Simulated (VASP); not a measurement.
# Cu (P6_3/mmc) in VASP: a series of runs, part 2 of 2

VASP 6.6.1. The steps go on from the part before.

## (3) Relaxation of cell and atoms, r2SCAN, target pressure 10 GPa, at which the enthalpy is minimised

Input file POSCAR:

```
Cu
1.0
    2.5600000000      0.0000000000      0.0000000000
   -1.2800000000      2.2170250337      0.0000000000
    0.0000000000      0.0000000000      4.1804800000
Cu
2
Direct
    0.3333333333      0.6666666667      0.2500000000
    0.6666666667      0.3333333333      0.7500000000
```

Input file INCAR.step1:

```
ALGO = Normal
EDIFF = 1E-4
ENCUT = 600
GGA = PE
ISMEAR = -1
LASPH = T
LCHARG = F
LREAL = F
LWAVE = T
NELM = 100
PREC = Accurate
SIGMA = 0.05
```

Input file INCAR.step2:

```
ALGO = Normal
EDIFF = 1E-6
EDIFFG = -0.02
ENCUT = 600
IBRION = 2
ISIF = 3
ISMEAR = -1
ISTART = 1
LASPH = T
LCHARG = F
LMIXTAU = T
LREAL = F
LWAVE = F
METAGGA = R2SCAN
NELM = 100
NSW = 60
PREC = Accurate
PSTRESS = 100.0
SIGMA = 0.05
```

Input file KPOINTS:

```
k-points
0
Gamma
  9 9 5
```

Potentials or basis: VASP PAW PBE potentials, release 64 (Cu).

The run is started by

```sh
$ cat potpaw_PBE.64/Cu/POTCAR > POTCAR
$ cp INCAR.step1 INCAR
$ mpirun -np 1 vasp_std > vasp.out
$ cp INCAR.step2 INCAR
$ mpirun -np 1 vasp_std > vasp.out
```

OUTCAR:

```text
EDIFF = 1E-6
   EDIFFG = -0.02
   ENCUT = 600
   IBRION = 2
   ISIF = 3
   ISMEAR = -1
   ISTART = 1
   LASPH = T
   LREAL = F
   METAGGA = R2SCAN
   NELM = 100
   NSW = 60
   PREC = Accurate
   PSTRESS = 100.0

 ion  position               nearest neighbor table
   1  0.333  0.667  0.250-   2 2.56   2 2.56   2 2.56   2 2.56   2 2.56   2 2.56
   2  0.667  0.333  0.750-   1 2.56   1 2.56   1 2.56   1 2.56   1 2.56   1 2.56

  LATTYP: Found a hexagonal cell.
 ALAT       =     2.5600000000
 C/A-ratio  =     1.6330000000

  Lattice vectors:

 A1 = (   2.5600000000,   0.0000000000,   0.0000000000)
 A2 = (  -1.2800000000,   2.2170250337,   0.0000000000)
 A3 = (   0.0000000000,   0.0000000000,   4.1804800000)

Analysis of symmetry for initial positions (statically):
=====================================================================
 Subroutine PRICEL returns:
 Original cell was already a primitive cell.

 Routine SETGRP: Setting up the symmetry group for a
 hexagonal supercell.

 Subroutine GETGRP returns: Found 24 space group operations
 (whereof 12 operations were pure point group operations)
 out of a pool of 24 trial point group operations.

The static configuration has the point symmetry D_3d.
 The point group associated with its full space group is D_6h.

Analysis of symmetry for dynamics (positions and initial velocities):
=====================================================================
 Subroutine PRICEL returns:
 Original cell was already a primitive cell.

 Routine SETGRP: Setting up the symmetry group for a
 hexagonal supercell.

 Subroutine GETGRP returns: Found 24 space group operations
 (whereof 12 operations were pure point group operations)
 out of a pool of 24 trial point group operations.

The dynamic configuration has the point symmetry D_3d.
 The point group associated with its full space group is D_6h.

 Subroutine INISYM returns: Found 24 space group operations
 (whereof 12 operations are pure point group operations),
 and found     1 'primitive' translations

----------------------------------------------------------------------------------------

                                     Primitive cell

  volume of cell :      23.7267

  direct lattice vectors                    reciprocal lattice vectors
     2.560000000  0.000000000  0.000000000     0.390625000  0.225527449  0.000000000
    -1.280000000  2.217025034  0.000000000     0.000000000  0.451054898  0.000000000
     0.000000000  0.000000000  4.180480000     0.000000000  0.000000000  0.239206981

  length of vectors
     2.560000000  2.560000000  4.180480000     0.451054898  0.451054898  0.239206981

  position of ions in fractional coordinates (direct lattice)
     0.333333333  0.666666667  0.250000000
     0.666666667  0.333333333  0.750000000

  ion indices of the primitive-cell ions
   primitive index   ion index
                 1           1
                 2           2

----------------------------------------------------------------------------------------

 KPOINTS: k-points

Automatic generation of k-mesh.
[... 49 lines left out ...]
   number of dos      NEDOS =    301   number of ions     NIONS =      2
   total plane-waves  NPLWV =  14400
   dimension x,y,z NGX =    20 NGY =   20 NGZ =   36
   dimension x,y,z NGXF=    40 NGYF=   40 NGZF=   72
   ions per type =               2
   NGX,Y,Z   is equivalent  to a cutoff of  12.99, 12.99, 14.32 a.u.
   NGXF,Y,Z  is equivalent  to a cutoff of  25.98, 25.98, 28.63 a.u.
 SYSTEM =  unknown system
   PREC   = accura    normal or accurate (medium, high low for compatibility)
   ISTART =      1    job   : 0-new  1-cont  2-samecut
   ICHARG =      0    charge: 1-file 2-atom 10-const
   ISPIN  =      1    spin polarized calculation?
   LNONCOLLINEAR =      F non collinear calculations
   LSORBIT =      F    spin-orbit coupling
   LASPH  =      T    aspherical Exc in radial PAW
   ENCUT  =  600.0 eV  44.10 Ry    6.64 a.u.   5.11  5.11  8.35*2*pi/ulx,y,z
   NELM   =    100;   NELMIN=  2; NELMDL=  0     # of ELM steps
   EDIFF  = 0.1E-05   stopping-criterion for ELM
   LREAL  =      F    real-space projection
   EDIFFG = -.2E-01   stopping-criterion for IOM
   NSW    =     60    number of steps for IOM
   IBRION =      2    ionic relax: 0-MD 1-quasi-New 2-CG
   NFREE  =      1    steps in history (QN), initial steepest desc. (CG)
   ISIF   =      3    stress and relaxation
   ISYM   =      2    0-nonsym 1-usesym 2-fastsym
   POTIM  = 0.5000    time-step for ionic-motion
   TEBEG  =    0.0;   TEEND  =   0.0 temperature during run
   PSTRESS=  100.0 pullay stress
   NELECT =      22.0000    total number of electrons
   NUPDOWN=      -1.0000    fix difference up-down
   EMIN   =  10.00;   EMAX   =-10.00  energy-range for DOS
   EFERMI =   0.00;   METHOD = LEGACY
   ISMEAR =    -1;   SIGMA  =   0.05  broadening in eV -4-tet -1-fermi 0-gaus
   EFERMI_NEDOS =   21; number of points for ismear=-14 and -15
   IALGO  =     38    algorithm
   IMIX   =      4    mixing-type and parameters
     AMIX     =   0.40;   BMIX     =  1.00
     AMIX_MAG =   1.60;   BMIX_MAG =  1.00
  volume/ion in A,a.u.               =      11.86        80.06
  Fermi-wavevector in a.u.,A,eV,Ry     =   1.596382  3.016725 34.673570  2.548435
  Thomas-Fermi vector in A             =   2.694153
   LORBIT       =      0    0 simple, 1 ext, 2 COOP (PROOUT), +10 PAW based schemes
   METAGGA = R2SCAN    functional components
   LHFCALC =     F    Hartree Fock is set to
   AEXX    =    0.0000 exact exchange contribution
   IVDW    =     0    specifies the selected vdW correction
   LEPSILON=     F    determine dielectric tensor
   LRPA    =     F    only Hartree local field effects (RPA)
 conjugate gradient relaxation of ions
 non-spin polarized calculation
  energy-cutoff  :      600.00
  volume of cell :       23.73
 maximum number of plane-waves:       803
   NGX = 11   NGY = 11   NGZ = 17

--------------------------------------- Ionic step        1  -------------------------------------------

 number of electron      22.0000010 magnetization

 Free energy of the ion-electron system (eV)
  ---------------------------------------------------
  ext. energy  EPLUGINS =         0.00000000
  ---------------------------------------------------
  free energy    TOTEN  =       -21.66804177 eV

  energy without entropy =      -21.66664119  energy(sigma->0) =      -21.66734148

------------------------ aborting loop because EDIFF is reached ----------------------------------------

  FORCE on cell =-STRESS in cart. coord.  units (eV):
  Direction    XX          YY          ZZ          XY          YZ          ZX
  --------------------------------------------------------------------------------------
  -------------------------------------------------------------------------------------
  Total       -0.8318523     -0.8318523     -0.4682124      0.0000000      0.0000000      0.0000000
  in kB      -56.1720242    -56.1720242    -31.6167151      0.0000000      0.0000000      0.0000000
  external PRESSURE =    -147.9869212 kB  Pullay stress =     100.0000000 kB
[... 291 lines left out ...]
--------------------------------------- Ionic step        9  -------------------------------------------

 number of electron      21.9999997 magnetization

 Free energy of the ion-electron system (eV)
  ---------------------------------------------------
  ext. energy  EPLUGINS =         0.00000000
  ---------------------------------------------------
  free energy    TOTEN  =       -21.64490817 eV

  energy without entropy =      -21.64258744  energy(sigma->0) =      -21.64374780

 E-fermi :   8.5066     XC(G=0): -14.3026

 val. band max:        8.4368683255   @ k =   0.1111   0.1111   0.2000
 cond. band min:       8.5680204492   @ k =   0.1111  -0.0000   0.0000
 fundamental gap:      0.1311521237
 Fermi energy:         8.5065966426

 k-point     1 :       0.0000    0.0000    0.0000
  band No.  band energies     occupation
      1      -1.8829      2.00000
      2       2.6944      2.00000
      3       4.9996      2.00000
      4       5.1015      2.00000
      5       5.1017      2.00000
      6       5.3329      2.00000
      7       5.3330      2.00000
      8       5.7009      2.00000
      9       5.7009      2.00000
     10       6.5204      2.00000
     11       6.5204      2.00000
     12       7.0375      2.00000
     13      12.6945      0.00000
     14      31.4501      0.00000
[... 401 lines left out ...]
      2       3.9282      2.00000
      3       3.9283      2.00000
      4       4.1479      2.00000
      5       4.8046      2.00000
      6       4.8046      2.00000
      7       5.5603      2.00000
      8       6.2306      2.00000
      9       6.4687      2.00000
     10       6.4688      2.00000
     11      12.2779      0.00000
     12      12.5557      0.00000
     13      12.5557      0.00000
     14      17.8360      0.00000
     15      18.4432      0.00000

 [... further k-points ...]
[... 5 lines left out ...]
  --------------------------------------------------------------------------------------
  -------------------------------------------------------------------------------------
  Total        1.3415300      1.3415300      1.3334510      0.0000000     -0.0000000      0.0000000
  in kB       98.7719568     98.7719568     98.1771237      0.0000000     -0.0000000      0.0000000
  external PRESSURE =      -1.4263209 kB  Pullay stress =     100.0000000 kB
[... 21 lines left out ...]
  energy  without entropy=      -21.6425874378  energy(sigma->0) =      -21.64374780

  enthalpy is  TOTEN    =       -20.2866987256 eV   P V=        1.3582094421

 reached required accuracy - stopping structural energy minimisation
```

It took 3.7 min on 1 thread of Intel Xeon Platinum 8375C at 2.90GHz (Ice Lake), shared host; peak memory 0.15 GiB.

What came out:

- Free energy: -21.6449 eV
- Relaxed volume: 10.88 Å³/atom
- Relaxed cell: a = 2.478 Å, b = 2.478 Å, c = 4.093 Å, α = 90.00°, β = 90.00°, γ = 120.00°
- Space group after relaxing (to 0.05 Å): P6_3/mmc (No. 194)
- Energy change on relaxing (the enthalpy is what falls): +11.6 meV/atom
- Ionic steps: 9
- Pressure after relaxing: 9.9 GPa
- Band gap on the k mesh: zero (band 11 reaches 12.87 eV, above the bottom of band 12 at 6.37 eV)

Step by step:
| step | energy change (eV) | largest force (eV/Å) | pressure (GPa) | volume (Å³) |
| --- | --- | --- | --- | --- |
| 1 | 0.0000 | 0.0000 | -4.80 | 23.73 |
| 2 | 0.2114 | 0.0000 | 28.78 | 20.16 |
| 3 | 0.0225 | 0.0000 | 9.71 | 21.78 |
| 4 | 0.0248 | 0.0000 | 10.02 | 21.74 |
| 5 | 0.0273 | 0.0000 | 10.39 | 21.71 |
| 6 | 0.0266 | 0.0000 | 10.43 | 21.71 |
| 7 | 0.0265 | 0.0000 | 10.43 | 21.71 |
| 8 | 0.0211 | 0.0000 | 9.58 | 21.79 |
| 9 | 0.0231 | 0.0000 | 9.86 | 21.76 |

Final structure:
```xyz
2
Lattice="2.4776 0.0000 0.0000 -1.2388 2.1457 0.0000 0.0000 0.0000 4.0933" Properties=species:S:1:pos:R:3 pbc="T T T"
Cu    0.0000    1.4305    1.0233
Cu    1.2388    0.7152    3.0700
```

Levels at points of the mesh, in eV from the Fermi level:
| k point | band 9 | band 10 | band 11 | band 12 | band 13 | band 14 |
| --- | --- | --- | --- | --- | --- | --- |
| (0.00, 0.00, 0.00) | -2.81 | -1.99 | -1.99 | -1.47 | 4.19 | 22.94 |

Caveat: the cell is relaxed towards a set pressure, so the enthalpy falls and the energy may rise; the PAW data sets were made with another functional, which shifts forces and pressure a little.

## (4) Relaxation of cell and atoms, r2SCAN, target pressure 20 GPa, at which the enthalpy is minimised

POSCAR is that of step 3.

Input file INCAR.step1:

```
PREC = Accurate ; ENCUT = 600
ISMEAR = -1 ; SIGMA = 0.05
LREAL = False ; LASPH = True
NELM = 60 ; GGA = PE
ALGO = Normal ; EDIFF = 1E-4
LWAVE = True ; LCHARG = False
```

Input file INCAR.step2:

```
PREC = Accurate ; ENCUT = 600
EDIFF = 1E-6 ; ISMEAR = -1
SIGMA = 0.05 ; LREAL = False
LASPH = True ; NELM = 60
ALGO = Normal ; ISIF = 3
LWAVE = False ; LCHARG = False
METAGGA = R2SCAN ; LMIXTAU = True
IBRION = 2 ; NSW = 60
EDIFFG = -0.02 ; PSTRESS = 200.0
ISTART = 1
```

Input file KPOINTS:

```
Automatic mesh
0
Gamma
  9 9 5
```

The run is started by

```sh
$ cat potpaw_PBE.64/Cu/POTCAR > POTCAR
$ cp INCAR.step1 INCAR
$ mpirun -np 1 vasp_std > vasp.out
$ cp INCAR.step2 INCAR
$ mpirun -np 1 vasp_std > vasp.out
```

Wall time 3.3 min (1 thread of Intel Xeon Platinum 8375C at 2.90GHz (Ice Lake), shared host); peak memory 0.15 GiB.

Results (log left out):

```
Free energy                                            : -21.5556 eV
Relaxed volume                                         : 10.40 Å³/atom
Relaxed cell                                           : a = 2.441 Å, b = 2.441 Å, c = 4.031 Å, α = 90.00°, β = 90.00°, γ = 120.00°
Space group after relaxing (to 0.05 Å)                 : P6_3/mmc (No. 194)
Energy change on relaxing (the enthalpy is what falls) : +56.2 meV/atom
Ionic steps                                            : 8
Pressure after relaxing                                : 20.3 GPa
Band gap on the k mesh                                 : zero (band 11 reaches 13.62 eV, above the bottom of band 12 at 6.93 eV)
```

The path:
| step | energy change (eV) | largest force (eV/Å) | pressure (GPa) | volume (Å³) |
| --- | --- | --- | --- | --- |
| 1 | 0.0000 | 0.0000 | -4.80 | 23.73 |
| 2 | 0.8799 | 0.0000 | 72.72 | 17.96 |
| 3 | 0.0985 | 0.0000 | 19.06 | 20.92 |
| 4 | 0.1065 | 0.0000 | 19.65 | 20.86 |
| 5 | 0.1133 | 0.0000 | 20.20 | 20.80 |
| 6 | 0.1125 | 0.0000 | 20.26 | 20.80 |
| 7 | 0.1125 | 0.0000 | 20.31 | 20.80 |
| 8 | 0.1125 | 0.0000 | 20.26 | 20.80 |

Final structure:
```
Cu
1.0
     2.44103    0.00000    0.00000
    -1.22051    2.11399    0.00000
     0.00000    0.00000    4.03141
Cu
2
Direct
  0.33333 0.66667 0.25000
  0.66667 0.33333 0.75000
```

Levels at points of the mesh, in eV from the Fermi level:
```
           k point  band 7  band 8  band 9  band 10  band 11  band 12  band 13  band 14  band 15
(0.00, 0.00, 0.00)   -3.32   -2.92   -2.92    -2.05    -2.05    -1.62     4.45    23.31    25.08
```

Caveat: the cell is relaxed towards a set pressure, so the enthalpy falls and the energy may rise; the PAW data sets were made with another functional, which shifts forces and pressure a little.

## (5) Overview

```csv
cell,gap on the mesh (eV),pressure (GPa)
relaxed to 5 GPa,none,5.1
relaxed to 10 GPa,none,9.9
relaxed to 20 GPa,none,20.3
```

Alike in all rows: task relaxation of cell and atoms; level r2SCAN; potentials or basis VASP PAW PBE potentials, release 64 (Cu); no spin polarisation; k mesh 9 × 9 × 5; cutoff (eV) 600; smearing fermi-dirac 0.05 eV.

Caveats: the cell is relaxed towards a set pressure, so the enthalpy falls and the energy may rise; the PAW data sets were made with another functional, which shifts forces and pressure a little.

Absolute energies hang on the potentials; compare differences alone.
